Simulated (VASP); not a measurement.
# Bi (P2/m) in VASP: further runs, part 2 of 2

VASP 6.6.1.

## Step 3: Single point, PBEsol

This run uses another cell than the first one, of 33.61 Å³/atom, 1.008 times its volume.

The input, INCAR:

```
PREC = Accurate ; ENCUT = 520
EDIFF = 1E-6 ; ISMEAR = 0
SIGMA = 0.1 ; LREAL = F
LASPH = T ; NELM = 100
ALGO = Normal ; ISIF = 2
LWAVE = F ; LCHARG = F
GGA = PS ; NBANDS = 22
```

The input, KPOINTS:

```
regular mesh
0
Gamma
  6 6 4
```

The input, POSCAR:

```
Bi
1.0
    3.2383762460      0.0000000000      0.0000000000
    0.0000000000      3.2216433200      0.0000000000
   -0.0804548793      0.0000000000      6.4438887882
Bi
2
Direct
    0.4557527500      0.0000000000      0.2504221100
    0.5442472500      0.0000000000      0.7495778900
```

Potentials or basis: VASP PAW PBE potentials, release 64 (Bi_d).

Run with:

```
cat potpaw_PBE.64/Bi_d/POTCAR > POTCAR
mpirun -np 1 vasp_std > vasp.out
```

OUTCAR:

```text
PREC = Accurate
   ENCUT = 520
   EDIFF = 1E-6
   ISMEAR = 0
   LREAL = F
   LASPH = T
   NELM = 100
   ISIF = 2
   GGA = PS

 ion  position               nearest neighbor table
   1  0.456  0.000  0.250-   2 3.23   2 3.24
   2  0.544  0.000  0.750-   1 3.23   1 3.24

  LATTYP: Found a simple monoclinic cell.
 ALAT       =     3.2383762460
 B/A-ratio  =     0.9948329271
 C/A-ratio  =     1.9900068852
 COS(beta)  =    -0.0124844813

  Lattice vectors:

 A1 = (   3.2383762460,   0.0000000000,   0.0000000000)
 A2 = (   0.0000000000,   3.2216433200,   0.0000000000)
 A3 = (  -0.0804548793,   0.0000000000,   6.4438887882)

Analysis of symmetry for initial positions (statically):
=====================================================================
 Subroutine PRICEL returns:
 Original cell was already a primitive cell.

 Routine SETGRP: Setting up the symmetry group for a
 simple monoclinic supercell.

 Subroutine GETGRP returns: Found  4 space group operations
 (whereof  4 operations were pure point group operations)
 out of a pool of  4 trial point group operations.

The static configuration has the point symmetry C_2h.

Analysis of symmetry for dynamics (positions and initial velocities):
=====================================================================
 Subroutine PRICEL returns:
 Original cell was already a primitive cell.

 Routine SETGRP: Setting up the symmetry group for a
 simple monoclinic supercell.

 Subroutine GETGRP returns: Found  4 space group operations
 (whereof  4 operations were pure point group operations)
 out of a pool of  4 trial point group operations.

The dynamic configuration has the point symmetry C_2h.

 Subroutine INISYM returns: Found  4 space group operations
 (whereof  4 operations are pure point group operations),
 and found     1 'primitive' translations

----------------------------------------------------------------------------------------

                                     Primitive cell

  volume of cell :      67.2284

  direct lattice vectors                    reciprocal lattice vectors
     3.238376246  0.000000000  0.000000000     0.308796731  0.000000000  0.003855467
     0.000000000  3.221643320  0.000000000     0.000000000  0.310400594  0.000000000
    -0.080454879  0.000000000  6.443888788     0.000000000  0.000000000  0.155185794

  length of vectors
     3.238376246  3.221643320  6.444391026     0.308820799  0.310400594  0.155185794

  position of ions in fractional coordinates (direct lattice)
     0.455752750  0.000000000  0.250422110
     0.544247250  0.000000000  0.749577890

  ion indices of the primitive-cell ions
   primitive index   ion index
                 1           1
                 2           2

----------------------------------------------------------------------------------------

 KPOINTS: regular mesh

Automatic generation of k-mesh.
 Grid dimensions read from file:
 generate k-points for:    6    6    4

 Generating k-lattice:

  Cartesian coordinates                     Fractional coordinates (reciprocal lattice)
     0.051466122  0.000000000  0.000642578     0.166666667  0.000000000  0.000000000
     0.000000000  0.051733432  0.000000000     0.000000000  0.166666667  0.000000000
     0.000000000  0.000000000  0.038796449     0.000000000  0.000000000  0.250000000

  Length of vectors
     0.051470133  0.051733432  0.038796449

  Shift w.r.t. Gamma in fractional coordinates (k-lattice)
     0.000000000  0.000000000  0.000000000

 Subroutine IBZKPT returns following result:
 ===========================================

 Found     56 irreducible k-points:

 Following reciprocal coordinates:
            Coordinates               Weight
  0.000000  0.000000  0.000000      1.000000
  0.166667  0.000000  0.000000      2.000000
  0.333333  0.000000  0.000000      2.000000
  0.500000  0.000000  0.000000      1.000000
  0.000000  0.166667  0.000000      2.000000
  0.166667  0.166667  0.000000      4.000000
[... 16 lines left out ...]
  0.000000  0.166667  0.250000      4.000000
  0.166667  0.166667  0.250000      4.000000
 [... further k-points ...]
   k-points           NKPTS =     56   k-points in BZ     NKDIM =     56   number of bands    NBANDS=     22
   number of dos      NEDOS =    301   number of ions     NIONS =      2
   total plane-waves  NPLWV =  27648
   dimension x,y,z NGX =    24 NGY =   24 NGZ =   48
   dimension x,y,z NGXF=    48 NGYF=   48 NGZF=   96
   ions per type =               2
   NGX,Y,Z   is equivalent  to a cutoff of  12.32, 12.38, 12.38 a.u.
   NGXF,Y,Z  is equivalent  to a cutoff of  24.64, 24.77, 24.77 a.u.
 SYSTEM =  unknown system
   PREC   = accura    normal or accurate (medium, high low for compatibility)
   ISTART =      0    job   : 0-new  1-cont  2-samecut
   ICHARG =      2    charge: 1-file 2-atom 10-const
   ISPIN  =      1    spin polarized calculation?
   LNONCOLLINEAR =      F non collinear calculations
   LSORBIT =      F    spin-orbit coupling
   LASPH  =      T    aspherical Exc in radial PAW
   ENCUT  =  520.0 eV  38.22 Ry    6.18 a.u.   6.02  5.99 11.98*2*pi/ulx,y,z
   NELM   =    100;   NELMIN=  2; NELMDL= -5     # of ELM steps
   EDIFF  = 0.1E-05   stopping-criterion for ELM
   LREAL  =      F    real-space projection
   EDIFFG = 0.1E-04   stopping-criterion for IOM
   NSW    =      0    number of steps for IOM
   IBRION =     -1    ionic relax: 0-MD 1-quasi-New 2-CG
   NFREE  =      0    steps in history (QN), initial steepest desc. (CG)
   ISIF   =      2    stress and relaxation
   ISYM   =      2    0-nonsym 1-usesym 2-fastsym
   POTIM  = 0.5000    time-step for ionic-motion
   TEBEG  =    0.0;   TEEND  =   0.0 temperature during run
   PSTRESS=    0.0 pullay stress
   NELECT =      30.0000    total number of electrons
   NUPDOWN=      -1.0000    fix difference up-down
   EMIN   =  10.00;   EMAX   =-10.00  energy-range for DOS
   EFERMI =   0.00;   METHOD = LEGACY
   ISMEAR =     0;   SIGMA  =   0.10  broadening in eV -4-tet -1-fermi 0-gaus
   EFERMI_NEDOS =   21; number of points for ismear=-14 and -15
   IALGO  =     38    algorithm
   IMIX   =      4    mixing-type and parameters
     AMIX     =   0.40;   BMIX     =  1.00
     AMIX_MAG =   1.60;   BMIX_MAG =  1.00
  volume/ion in A,a.u.               =      33.61       226.84
  Fermi-wavevector in a.u.,A,eV,Ry     =   1.251020  2.364085 21.293818  1.565051
  Thomas-Fermi vector in A             =   2.384987
   LORBIT       =      0    0 simple, 1 ext, 2 COOP (PROOUT), +10 PAW based schemes
   GGA     = PS    functional components
   LHFCALC =     F    Hartree Fock is set to
   AEXX    =    0.0000 exact exchange contribution
   IVDW    =     0    specifies the selected vdW correction
   LEPSILON=     F    determine dielectric tensor
   LRPA    =     F    only Hartree local field effects (RPA)
 non-spin polarized calculation
 Gauss-broadening in eV      SIGMA  =   0.10
  energy-cutoff  :      520.00
  volume of cell :       67.23
 maximum number of plane-waves:      1840
   NGX = 13   NGY = 11   NGZ = 23

 number of electron      30.0000014 magnetization

 Free energy of the ion-electron system (eV)
  ---------------------------------------------------
  ext. energy  EPLUGINS =         0.00000000
  ---------------------------------------------------
  free energy    TOTEN  =        -8.62341192 eV

  energy without entropy =       -8.61792366  energy(sigma->0) =       -8.62066779

 E-fermi :   6.6995     XC(G=0):  -9.9425

 val. band max:        6.6883545262   @ k =   0.3333   0.5000   0.2500
 cond. band min:       6.7012414140   @ k =   0.1667   0.0000   0.0000
 fundamental gap:      0.0128868878
 Fermi energy:         6.6994661920

 k-point     1 :       0.0000    0.0000    0.0000
  band No.  band energies     occupation
      1     -16.2133      2.00000
      2     -16.1986      2.00000
      3     -16.1937      2.00000
      4     -15.9446      2.00000
      5     -15.9445      2.00000
      6     -15.9211      2.00000
[... 14 lines left out ...]
     21      14.7577      0.00000
     22      16.4682      0.00000

 k-point     2 :       0.1667    0.0000    0.0000
  band No.  band energies     occupation
      1     -16.2001      2.00000
      2     -16.1503      2.00000
      3     -16.1329      2.00000
      4     -15.9737      2.00000
      5     -15.9421      2.00000
      6     -15.8909      2.00000
[... 14 lines left out ...]
     21      14.8920      0.00000
     22      17.1669      0.00000
[... 523 lines left out ...]
     21      15.8636      0.00000
     22      16.7981      0.00000

 k-point    24 :       0.1667    0.1667    0.2500
  band No.  band energies     occupation
      1     -16.1152      2.00000
      2     -16.0991      2.00000
      3     -16.0905      2.00000
      4     -15.9590      2.00000
      5     -15.9558      2.00000
      6     -15.9275      2.00000
[... 14 lines left out ...]
     21      16.9230      0.00000
     22      17.7303      0.00000

 [... further k-points ...]
[... 5 lines left out ...]
  --------------------------------------------------------------------------------------
  -------------------------------------------------------------------------------------
  Total       -1.0035336     -0.8602565      1.5108451      0.0000000      0.0000000      0.0041969
  in kB      -23.9160627    -20.5015050     36.0062372      0.0000000      0.0000000      0.1000191
  external PRESSURE =      -2.8037768 kB  Pullay stress =       0.0000000 kB

 VOLUME and BASIS-vectors are now :
 -----------------------------------------------------------------------------
  energy-cutoff  :      520.00
  volume of cell :       67.23
      direct lattice vectors                 reciprocal lattice vectors
     3.238376246  0.000000000  0.000000000     0.308796731  0.000000000  0.003855467
     0.000000000  3.221643320  0.000000000     0.000000000  0.310400594  0.000000000
    -0.080454879  0.000000000  6.443888788     0.000000000  0.000000000  0.155185794

 POSITION                                       TOTAL-FORCE (eV/Angst)
 -----------------------------------------------------------------------------------
      1.45575      0.00000      1.61369        -0.014544      0.000000     -0.022790
      1.70217      0.00000      4.83020         0.014544     -0.000000      0.022790
 -----------------------------------------------------------------------------------
    total drift:                                0.000000      0.000000      0.000000

  FREE ENERGIE OF THE ION-ELECTRON SYSTEM (eV)
  ---------------------------------------------------
  free  energy   TOTEN  =        -8.6234119200 eV

  energy  without entropy=       -8.6179236566  energy(sigma->0) =       -8.62066779
```

stdout:

```text
POSCAR found type information on POSCAR Bi
 POSCAR found :  1 types and       2 ions
 scaLAPACK will be used
 -----------------------------------------------------------------------------
|                                                                             |
|                                                                             |
|     You enforced a specific xc type in the INCAR file but a different       |
|     I HOPE YOU KNOW WHAT YOU ARE DOING!                                     |
|                                                                             |
 -----------------------------------------------------------------------------

 LDA part: xc-table for (Slater+PW92), standard interpolation
 POSCAR, INCAR and KPOINTS ok, starting setup
 FFT: planning ... GRIDC
 FFT: planning ... GRID_SOFT
 FFT: planning ... GRID
 WAVECAR not read
 entering main loop
```

It took 35 s on 1 thread of AMD EPYC 7R43 (Zen 3), shared host; peak memory 0.17 GiB.

Results:

| Property | Result |
| --- | --- |
| Free energy | -8.6234 eV |
| Pressure | -0.3 GPa |
| Largest force | 0.027 eV/Å |
| Band gap on the k mesh | zero (band 15 reaches 10.56 eV, above the bottom of band 16 at 4.26 eV) |

Forces in eV/Å, atoms in the order of the input:
```
Bi  -0.015  0.000 -0.023
Bi   0.015  0.000  0.023
```

Levels at points of the mesh, in eV from the Fermi level:
```
           k point  band 13  band 14  band 15  band 16  band 17  band 18
(0.00, 0.00, 0.00)    -5.10     3.18     3.22     3.24     4.79     5.19
(0.50, 0.00, 0.00)    -5.08    -3.26    -3.12     2.31     5.19     5.45
(0.00, 0.50, 0.00)    -5.13    -3.21    -3.16     2.64     5.15     5.19
(0.50, 0.50, 0.00)    -3.21    -3.14    -1.47    -1.43    -1.29     2.66
(0.00, 0.00, 0.50)    -1.87    -1.84     3.86     3.96     4.06     4.08
(0.50, 0.00, 0.50)    -4.39    -4.36     0.14     0.24     5.30     5.35
(0.00, 0.50, 0.50)    -4.35    -4.33     0.17     0.21     5.36     5.36
(0.50, 0.50, 0.50)    -2.49    -2.47    -2.45    -2.44     2.13     2.23
```

Caveat: the PAW data sets were made with another functional, which shifts forces and pressure a little; spin-orbit coupling is left out, which moves the levels of the heavy elements.
